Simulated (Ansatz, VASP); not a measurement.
Two plane-wave programs on CsSc

Contents of INCAR:

```
ALGO     = Normal         # electronic algorithm
EDIFF    = 1E-6           # SCF threshold, eV
EDIFFG   = -0.04          # ionic threshold
ENCUT    = 600            # plane-wave cutoff, eV
GGA      = PE             # functional
IBRION   = 2              # ionic algorithm
ISIF     = 3              # what is computed and relaxed
ISMEAR   = 0              # smearing method
LASPH    = True           # aspherical terms in the spheres
LCHARG   = False          # write CHGCAR
LREAL    = False          # projectors in reciprocal space
LWAVE    = False          # write WAVECAR
NELM     = 80             # most SCF steps
NSW      = 90             # ionic steps
PREC     = Accurate       # precision mode
SIGMA    = 0.1            # smearing width, eV
```

The input KPOINTS:

```
k-points
0
Gamma
  3 3 4
```

The input POSCAR:

```
CsSc
1.0
    6.4262069464      0.0000000000      0.0000000000
   -3.2131034732      5.5652584656      0.0000000000
    0.0000000000      0.0000000000      5.1847806045
Cs Sc
3 3
Direct
    0.5000000000      0.0000000000      0.0000000000
    0.5000000000      0.5000000000      0.0000000000
    0.0000000000      0.5000000000      0.0000000000
    0.0000000000      0.0000000000      0.0000000000
    0.3333333333      0.6666666667      0.5000000000
    0.6666666667      0.3333333333      0.5000000000
```

Input for Ansatz:

```yaml
crystal:
  lattice:
    - [6.4262069464, 0.0, 0.0]
    - [-3.2131034732, 5.5652584656, 0.0]
    - [0.0, 0.0, 5.1847806045]
  atoms:
    - { symbol: Cs, position: [0.5, 0.0, 0.0] }
    - { symbol: Cs, position: [0.5, 0.5, 0.0] }
    - { symbol: Cs, position: [0.0, 0.5, 0.0] }
    - { symbol: Sc, position: [0.0, 0.0, 0.0] }
    - { symbol: Sc, position: [0.3333333333, 0.6666666667, 0.5] }
    - { symbol: Sc, position: [0.6666666667, 0.3333333333, 0.5] }
basis:
  ecutwfc: 420
kpoints:
  mp_grid: { grid: [3, 3, 4] }
hamiltonian:
  xc: pbe
scf:
  occupations: { method: gaussian, width: 0.1 }
  lower_state_search: "off"
output:
  forces: true
  stress: true
  eigenvalues: true
relax:
  adjacent_minimum: "off"
  f_tol: 0.04
  max_steps: 70
  cell: { stress_tol: 0.4 }
```

Alike in both runs: task relaxation of cell and atoms; functional PBE; k mesh 3 × 3 × 4; occupations gaussian, width 0.1 eV; no spin polarisation.

```csv
,VASP,Ansatz
version,VASP 6.6.1,Ansatz 0.2.0
potentials or method,"VASP PAW PBE potentials, release 64 (Cs_sv, Sc_sv), cutoff 600 eV","scalar-relativistic, plane waves, PAW"
valence electrons in the cell,60,60
```

```tsv
	VASP	Ansatz	Ansatz less VASP
gap on the k mesh at the Fermi level, each at its own relaxed structure (eV)	none	none	-
relaxed volume (Å³/atom)	59.09	58.20	-0.894
relaxed length of the cell vector where the two differ most in proportion (Å)	7.996	7.915	-0.0811
```

A gap of «none» marks a metal or a gap that the smearing closes.

The k mesh is coarse, so the values compare programs but aren't converged. Spin-orbit coupling is off throughout. Noted on VASP's run: the volume moved by over 15 % at a fixed basis, so the end points are rough.
